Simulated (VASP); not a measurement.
# W (C2/m) in VASP: a series of runs, part 2 of 2

VASP 6.6.1. The steps go on from the part before.

### Step 3. Single point, PBEsol (engineering shear strain xz -0.1000, normal strain along z +0.1000)

File INCAR:

```
PREC = Accurate
ENCUT = 500
EDIFF = 1E-6
ISMEAR = 0
SIGMA = 0.15
LREAL = F
LASPH = T
NELM = 120
ALGO = Normal
ISIF = 2
LWAVE = F
LCHARG = F
GGA = PS
NBANDS = 13
GGA_COMPAT = F
```

File KPOINTS:

```
Automatic mesh
0
Gamma
  20 20 20
```

File POSCAR:

```
W
1.0
   -0.0999563461      1.9991269217      2.1990396139
    1.8991705756      0.0000000000      2.0990832678
    1.9991269217      1.9991269217     -0.0999563461
W
1
Direct
    0.0000000000      0.0000000000      0.0000000000
```

Potentials or basis: VASP PAW PBE potentials, release 64 (W_sv).

The run is started by

```console
$ cat potpaw_PBE.64/W_sv/POTCAR > POTCAR
$ mpirun -np 1 vasp_std > vasp.out
```

Wall time 1.9 min (1 thread of Intel Xeon 6975P-C (Granite Rapids), shared host); peak memory 0.51 GiB.

The run converged. Its results:

```yaml
Free_energy: -13.2645 eV
Pressure: -22.1 GPa
Band_gap_on_the_k_mesh: zero (bands 7 and 8 overlap by 3.87 eV)
```

Stress tensor (GPa, compression positive):
```
-26.68   0.00  -0.65
  0.00 -22.17   0.00
 -0.65   0.00 -17.50
```

Levels at points of the mesh, in eV from the Fermi level:
```tsv
k point	band 5	band 6	band 7	band 8	band 9	band 10
(0.00, 0.00, 0.00)	-8.87	-1.82	-0.53	0.17	1.35	3.01
(0.50, 0.00, 0.00)	-5.57	-1.37	-0.13	-0.06	3.37	4.69
(0.00, 0.50, 0.00)	-5.39	-2.04	-0.05	0.75	4.06	5.01
(0.50, 0.50, 0.00)	-5.37	-4.23	1.44	4.15	4.79	5.08
(0.50, 0.00, 0.50)	-5.24	-4.37	3.11	4.14	4.30	5.76
(0.00, 0.50, 0.50)	-5.23	-4.35	3.19	3.32	5.00	5.66
```

Caveat: the cell differs from its parent crystal (engineering shear strain xz -0.1000, normal strain along z +0.1000); the cell stands under tension; the PAW data sets were made with another functional, which shifts forces and pressure a little; spin-orbit coupling is left out, which moves the levels of the heavy elements.

### Step 4. Single point, PBEsol (engineering shear strain xz -0.3000, normal strain along z +0.1500)

File INCAR:

```
PREC = Accurate ; ENCUT = 500
EDIFF = 1E-6 ; ISMEAR = 0
SIGMA = 0.15 ; LREAL = False
LASPH = True ; NELM = 120
ALGO = Normal ; ISIF = 2
LWAVE = False ; LCHARG = False
GGA = PS ; NBANDS = 13
GGA_COMPAT = False
```

KPOINTS is that of step 3.

File POSCAR:

```
W
1.0
   -0.2998690383      1.9991269217      2.2989959600
    1.6992578834      0.0000000000      1.9991269217
    1.9991269217      1.9991269217     -0.2998690383
W
1
Direct
    0.0000000000      0.0000000000      0.0000000000
```

The run is started by

```console
$ cat potpaw_PBE.64/W_sv/POTCAR > POTCAR
$ mpirun -np 1 vasp_std > vasp.out
```

Run time: 92 s. Hardware: 1 thread of Intel Xeon 6975P-C (Granite Rapids), shared host; peak memory 0.51 GiB.

The run converged. Its results:

- Free energy: -13.0610 eV
- Pressure: -19.8 GPa
- Band gap on the k mesh: zero (bands 7 and 8 overlap by 4.02 eV)

Stress tensor (GPa, compression positive):
```
-18.74   0.00  17.08
  0.00 -21.15   0.00
 17.08   0.00 -19.42
```

Levels at points of the mesh, in eV from the Fermi level:
```csv
k point,band 3,band 4,band 5,band 6,band 7,band 8,band 9,band 10,band 11,band 12
"(0.00, 0.00, 0.00)",-37.98,-37.49,-8.85,-3.01,-1.97,1.71,1.97,3.29,12.30,13.70
"(0.50, 0.00, 0.00)",-38.01,-37.57,-5.80,-2.20,-0.91,1.12,1.86,4.62,7.86,13.36
"(0.00, 0.50, 0.00)",-38.34,-38.01,-5.30,-3.15,0.53,1.59,3.18,5.32,10.63,11.30
"(0.50, 0.50, 0.00)",-38.11,-38.05,-5.31,-4.13,1.16,3.19,3.49,4.21,11.15,11.86
"(0.50, 0.00, 0.50)",-38.63,-37.67,-5.24,-4.63,3.00,3.95,4.11,5.68,6.29,11.85
"(0.00, 0.50, 0.50)",-38.37,-38.31,-5.16,-4.39,1.27,3.65,5.09,5.85,9.89,10.75
```

Caveat: the cell differs from its parent crystal (engineering shear strain xz -0.3000, normal strain along z +0.1500); the cell stands under tension; the PAW data sets were made with another functional, which shifts forces and pressure a little; spin-orbit coupling is left out, which moves the levels of the heavy elements.

### Step 5. Single point, PBEsol (engineering shear strain xz -0.2000, normal strain along z +0.1500)

File INCAR:

```
ALGO = Normal
EDIFF = 1E-6
ENCUT = 500
GGA = PS
GGA_COMPAT = False
ISIF = 2
ISMEAR = 0
LASPH = True
LCHARG = False
LREAL = False
LWAVE = False
NBANDS = 13
NELM = 120
PREC = Accurate
SIGMA = 0.15
```

File KPOINTS:

```
k-points
0
Gamma
  20 20 20
```

File POSCAR:

```
W
1.0
   -0.1999126922      1.9991269217      2.2989959600
    1.7992142295      0.0000000000      2.0990832678
    1.9991269217      1.9991269217     -0.1999126922
W
1
Direct
    0.0000000000      0.0000000000      0.0000000000
```

The run is started by

```console
$ cat potpaw_PBE.64/W_sv/POTCAR > POTCAR
$ mpirun -np 1 vasp_std > vasp.out
```

Wall time 98 s (1 thread of Intel Xeon 6975P-C (Granite Rapids), shared host); peak memory 0.51 GiB.

The run converged. Its results:

- Free energy: -13.1484 eV
- Pressure: -26.9 GPa
- Band gap on the k mesh: zero (bands 7 and 8 overlap by 3.87 eV)

Stress tensor (GPa, compression positive):
```
-29.22   0.00   5.62
  0.00 -24.60   0.00
  5.62   0.00 -26.75
```

Levels at points of the mesh, in eV from the Fermi level:
| k point | band 5 | band 6 | band 7 | band 8 | band 9 | band 10 |
| --- | --- | --- | --- | --- | --- | --- |
| (0.00, 0.00, 0.00) | -8.77 | -2.49 | -1.12 | 0.87 | 1.35 | 3.18 |
| (0.50, 0.00, 0.00) | -5.58 | -1.74 | -0.59 | 0.53 | 2.33 | 4.36 |
| (0.00, 0.50, 0.00) | -5.23 | -2.66 | 0.31 | 1.05 | 3.47 | 5.10 |
| (0.50, 0.50, 0.00) | -5.28 | -4.08 | 0.91 | 3.52 | 3.99 | 4.52 |
| (0.50, 0.00, 0.50) | -5.10 | -4.33 | 3.06 | 3.69 | 3.76 | 5.65 |
| (0.00, 0.50, 0.50) | -5.06 | -4.22 | 1.91 | 3.36 | 5.19 | 5.36 |

Caveat: the cell differs from its parent crystal (engineering shear strain xz -0.2000, normal strain along z +0.1500); the cell stands under tension; the PAW data sets were made with another functional, which shifts forces and pressure a little; spin-orbit coupling is left out, which moves the levels of the heavy elements.

### Step 6. Single point, PBEsol (engineering shear strain xz -0.3000, normal strain along z +0.1000)

File INCAR:

```
SYSTEM = W
  PREC = Accurate
  ENCUT = 500
  EDIFF = 1E-6
  ISMEAR = 0
  SIGMA = 0.15
  LREAL = .FALSE.
  LASPH = .TRUE.
  NELM = 120
  ALGO = Normal
  ISIF = 2
  LWAVE = .FALSE.
  LCHARG = .FALSE.
  GGA = PS
  NBANDS = 13
  GGA_COMPAT = .FALSE.
```

File KPOINTS:

```
regular mesh
0
G
  20 20 20
  0 0 0
```

File POSCAR:

```
W
1.0
   -0.2998690383      1.9991269217      2.1990396139
    1.6992578834      0.0000000000      1.8991705756
    1.9991269217      1.9991269217     -0.2998690383
W
1
Direct
    0.0000000000      0.0000000000      0.0000000000
```

Potentials or basis: VASP PAW PBE potentials, release 64 (W_sv).

The run is started by

```console
$ cat potpaw_PBE.64/W_sv/POTCAR > POTCAR
$ mpirun -np 1 vasp_std > vasp.out
```

Wall time 95 s (1 thread of Intel Xeon 6975P-C (Granite Rapids), shared host); peak memory 0.49 GiB.

It converged, with:

```
Free energy            : -13.1092 eV
Pressure               : -8.6 GPa
Band gap on the k mesh : zero (bands 7 and 8 overlap by 4.29 eV)
```

Stress tensor (GPa, compression positive):
```
 -6.99   0.00  23.68
  0.00 -13.25   0.00
 23.68   0.00  -5.70
```

Levels at points of the mesh, in eV from the Fermi level:
| k point | band 4 | band 5 | band 6 | band 7 | band 8 | band 9 | band 10 | band 11 |
| --- | --- | --- | --- | --- | --- | --- | --- | --- |
| (0.00, 0.00, 0.00) | -37.26 | -9.08 | -3.11 | -2.21 | 1.87 | 2.38 | 3.26 | 12.24 |
| (0.50, 0.00, 0.00) | -37.35 | -6.04 | -2.41 | -0.94 | 1.34 | 1.89 | 5.22 | 8.18 |
| (0.00, 0.50, 0.00) | -37.95 | -5.54 | -3.31 | 0.43 | 1.79 | 3.43 | 5.38 | 11.19 |
| (0.50, 0.50, 0.00) | -37.99 | -5.56 | -4.46 | 1.82 | 3.23 | 3.86 | 4.76 | 11.76 |
| (0.50, 0.00, 0.50) | -37.46 | -5.56 | -4.97 | 2.92 | 4.62 | 4.71 | 5.80 | 6.64 |
| (0.00, 0.50, 0.50) | -38.20 | -5.49 | -4.71 | 1.85 | 3.60 | 5.02 | 6.12 | 10.64 |

Caveat: the cell differs from its parent crystal (engineering shear strain xz -0.3000, normal strain along z +0.1000); the cell stands under tension; the PAW data sets were made with another functional, which shifts forces and pressure a little; spin-orbit coupling is left out, which moves the levels of the heavy elements.

### Step 7. Single point, PBEsol (engineering shear strain xz -0.1000, normal strain along z +0.1500)

File INCAR:

```
SYSTEM = W
  PREC = Accurate
  ENCUT = 500
  EDIFF = 1E-6
  ISMEAR = 0
  SIGMA = 0.15
  LREAL = .False.
  LASPH = .True.
  NELM = 120
  ALGO = Normal
  ISIF = 2
  LWAVE = .False.
  LCHARG = .False.
  GGA = PS
  NBANDS = 13
  GGA_COMPAT = .False.
```

File KPOINTS:

```
regular mesh
0
Gamma
  20 20 20
  0 0 0
```

File POSCAR:

```
W
1.0
   -0.0999563461      1.9991269217      2.2989959600
    1.8991705756      0.0000000000      2.1990396139
    1.9991269217      1.9991269217     -0.0999563461
W
1
Direct
    0.0000000000      0.0000000000      0.0000000000
```

The run is started by

```console
$ cat potpaw_PBE.64/W_sv/POTCAR > POTCAR
$ mpirun -np 1 vasp_std > vasp.out
```

Run time: 6.7 min. Hardware: 1 thread of AMD EPYC 7R13, shared host; peak memory 0.49 GiB.

The run converged. Its results:

```
Free energy            : -13.1533 eV
Pressure               : -30.5 GPa
Band gap on the k mesh : zero (bands 7 and 8 overlap by 3.80 eV)
```

Stress tensor (GPa, compression positive):
```
-33.94   0.00   0.42
  0.00 -30.27   0.00
  0.42   0.00 -27.16
```

Levels at points of the mesh, in eV from the Fermi level:
```
           k point  band 4  band 5  band 6  band 7  band 8  band 9  band 10  band 11
(0.00, 0.00, 0.00)  -37.81   -8.70   -2.02   -0.42    0.24    0.84     3.09    12.62
(0.50, 0.00, 0.00)  -37.87   -5.40   -1.54   -0.22    0.09    3.02     4.23     8.35
(0.00, 0.50, 0.00)  -37.93   -5.22   -2.16    0.12    0.58    3.66     4.68     9.13
(0.50, 0.50, 0.00)  -38.05   -5.24   -4.03    0.77    3.92    4.33     4.58     9.06
(0.50, 0.00, 0.50)  -38.10   -5.01   -4.14    3.12    3.56    3.57     5.64     8.52
(0.00, 0.50, 0.50)  -38.21   -4.99   -4.12    2.67    3.20    4.38     5.57     9.38
```

Caveat: the cell differs from its parent crystal (engineering shear strain xz -0.1000, normal strain along z +0.1500); the cell stands under tension; the PAW data sets were made with another functional, which shifts forces and pressure a little; spin-orbit coupling is left out, which moves the levels of the heavy elements.

### Step 8. Overview

```csv
cell,gap on the mesh (eV),pressure (GPa)
"a = 2.979, b = 2.690, c = 2.834 Å, angles 65.2, 68.0, 59.7°, 1 atom",none,-17.6
"a = 2.974, b = 2.831, c = 2.829 Å, angles 63.4, 64.8, 58.3°, 1 atom",none,-22.1
"a = 3.061, b = 2.624, c = 2.843 Å, angles 68.0, 71.9, 59.4°, 1 atom",none,-19.8
"a = 3.053, b = 2.765, c = 2.834 Å, angles 66.1, 68.7, 58.1°, 1 atom",none,-26.9
"a = 2.987, b = 2.548, c = 2.843 Å, angles 67.0, 71.2, 61.2°, 1 atom",none,-8.6
"a = 3.048, b = 2.906, c = 2.829 Å, angles 64.2, 65.6, 56.7°, 1 atom",none,-30.5
```

Alike in all rows: task single point; level PBEsol; potentials or basis VASP PAW PBE potentials, release 64 (W_sv); no spin polarisation; k mesh 20 × 20 × 20; cutoff (eV) 500; smearing gaussian 0.15 eV.

Caveats: the cell stands under tension; the PAW data sets were made with another functional, which shifts forces and pressure a little; spin-orbit coupling is left out, which moves the levels of the heavy elements.

Absolute energies hang on the potentials; compare differences alone.
